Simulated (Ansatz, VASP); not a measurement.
One calculation of HgSe, two programs

```
Hg Se
1.0
     0.00000    3.11860    3.11860
     3.11860    0.00000    3.11860
     3.11860    3.11860    0.00000
Hg Se
1 1
Direct
  0.00000 0.00000 0.00000
  0.25000 0.25000 0.25000
```

Alike in both runs: functional PBE; k mesh 12 × 12 × 12; occupations gaussian, width 0.1 eV; non-collinear spin, spin-orbit coupling.

Ansatz relaxed the structure, and its values are those at the end. VASP's run is a single point on that final structure, the one shown.

|  | VASP | Ansatz |
| --- | --- | --- |
| version | VASP 6.6.1 | Ansatz 0.2.0 |
| potentials or method | VASP PAW PBE potentials, release 64 (Hg, Se), cutoff 500 eV | plane waves, PAW |
| valence electrons in the cell | 18 | 36 |

|  | VASP | Ansatz | Ansatz less VASP |
| --- | --- | --- | --- |
| pressure (GPa) | 0.3 | 0.0 | -0.37 |
| net moment per atom (μB) | 0.00 | 0.00 | 0.000 |

The functional is the same, so the differences come from potentials, cutoffs and numerics. VASP's potentials hold 18 valence electrons a cell and Ansatz's 36, so a difference there can come from the potentials and not from the codes.
